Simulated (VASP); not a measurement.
The system is NiO.

```
Ni O
1.0
     0.00000    2.09972    2.09972
     2.09972    0.00000    2.09972
     2.09972    2.09972    0.00000
Ni O
1 1
Direct
  0.00000 0.00000 0.00000
  0.50000 0.50000 0.50000
```

Base run:

- Program: VASP 6.6.1
- Functional: revPBE
- Potentials or basis: VASP PAW PBE potentials, release 64 (Ni, O)
- Cutoff: 520 eV
- k mesh: 11 × 11 × 11
- Occupations: fermi-dirac, width 0.05 eV
- Spin: collinear spin, ferromagnetic start
- Starting moments: [1.0, 0.0] μB

Its results: pressure 7.0 GPa; net moment 1.82 μB per cell; site moments Ni +1.49; O +0.28 μB.

Problem. After a change of settings the same cell gave: pressure 1.6 GPa; net moment 1.74 μB per cell; site moments Ni +1.44; O +0.27 μB. Which change was it?
A. functional from revPBE to LDA; potentials or basis from VASP PAW PBE potentials, release 64 (Ni, O) to VASP PAW LDA potentials, release 64 (Ni, O)
B. functional from revPBE to PBE
C. functional from revPBE to PBE; dispersion from none to D3(BJ)
D. functional from revPBE to r2SCAN; dispersion from none to D3(BJ)

Solution. B.

PBE binds more tightly than revPBE, so the same cell stands under less pressure.

Caveats: a cell with one magnetic atom can't hold antiferromagnetic order, which such compounds often take; the PAW data sets were made with another functional, which shifts forces and pressure a little (some runs).
